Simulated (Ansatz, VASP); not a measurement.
One calculation of CdS, two programs

```
Cd S
1.0
     0.00000    2.79578    3.13999
     2.79578    0.00000    3.13999
     2.79578    2.79578    0.00000
Cd S
1 1
Cartesian
  0.0000 0.0000 0.0000
  1.3979 1.3979 1.5700
```

Change from the starting cell: epitaxial_xy strain -4.9%.

Alike in both runs: task single point; functional HSE06; k mesh 6 × 6 × 6; no spin polarisation.

|  | VASP | Ansatz |
| --- | --- | --- |
| version | VASP 6.6.1 | Ansatz 0.2.0 |
| potentials or method | VASP PAW PBE potentials, release 64 (Cd, S) | plane waves, PAW |
| plane-wave cutoff (eV) | 520 | 420 |
| occupations | gaussian, width 0.01 eV | fixed |
| valence electrons in the cell | 18 | 26 |

Ansatz gave:

* gap on the k mesh at the Fermi level (eV): 2.01
* pressure (GPa): 2.0
* traceless stress, the component that is largest in VASP (GPa): -1.95

Estimate VASP's values.

gap on the k mesh at the Fermi level (eV): 2.02; pressure (GPa): 2.3; traceless stress, the component that is largest in VASP (GPa): -1.92.

VASP's potentials hold 18 valence electrons a cell and Ansatz's 26, so a difference there can come from the potentials and not from the codes. Ansatz's warnings: stress exchange threshold loose, stress scf threshold loose.
